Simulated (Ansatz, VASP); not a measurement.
## SiC in VASP and in Ansatz

INCAR

```
SYSTEM = SiC
  PREC = Accurate
  ENCUT = 600
  EDIFF = 1E-6
  ISMEAR = 0
  SIGMA = 0.02
  LREAL = .False.
  LASPH = .True.
  NELM = 80
  ALGO = Normal
  ISIF = 3
  LWAVE = .False.
  LCHARG = .False.
  GGA = PE
  IVDW = 12
  IBRION = 2
  NSW = 70
  EDIFFG = -0.005
```

File KPOINTS:

```
regular mesh
0
Gamma
  10 10 10
  0 0 0
```

The input POSCAR:

```
SiC
1.0
    0.0000000000      2.1898675894      2.1898675894
    2.1898675894      0.0000000000      2.1898675894
    2.1898675894      2.1898675894      0.0000000000
Si C
1 1
Direct
    0.0000000000      0.0000000000      0.0000000000
    0.2500000000      0.2500000000      0.2500000000
```

Input for Ansatz:

```yaml
crystal:
  lattice:
    - [0.0, 2.1898675894, 2.1898675894]
    - [2.1898675894, 0.0, 2.1898675894]
    - [2.1898675894, 2.1898675894, 0.0]
  atoms:
    - { symbol: Si, position: [0.0, 0.0, 0.0] }
    - { symbol: C, position: [0.25, 0.25, 0.25] }
basis:
  ecutwfc: 420
kpoints:
  mp_grid: { grid: [10, 10, 10] }
hamiltonian:
  xc: pbe
  dispersion: d3bj
scf:
  occupations: { method: gaussian, width: 0.02 }
output:
  forces: true
  stress: true
  eigenvalues: true
relax:
  adjacent_minimum: "off"
  f_tol: 0.005
  max_steps: 50
  cell: { stress_tol: 0.05 }
```

Alike in both runs: task relaxation of cell and atoms; functional PBE; dispersion D3(BJ); k mesh 10 × 10 × 10; occupations gaussian, width 0.02 eV; no spin polarisation.

|  | VASP | Ansatz |
| --- | --- | --- |
| version | VASP 6.6.1 | Ansatz 0.2.0 |
| potentials or method | VASP PAW PBE potentials, release 64 (Si, C), cutoff 600 eV | scalar-relativistic, plane waves, PAW |
| valence electrons in the cell | 8 | 8 |

|  | VASP | Ansatz | Ansatz less VASP |
| --- | --- | --- | --- |
| gap on the k mesh at the Fermi level, each at its own relaxed structure (eV) | 1.35 | 1.35 | +0.003 |
| relaxed volume (Å³/atom) | 10.27 | 10.28 | +0.010 |
| relaxed cell length with the largest relative difference (Å) | 3.074 | 3.075 | +0.0010 |
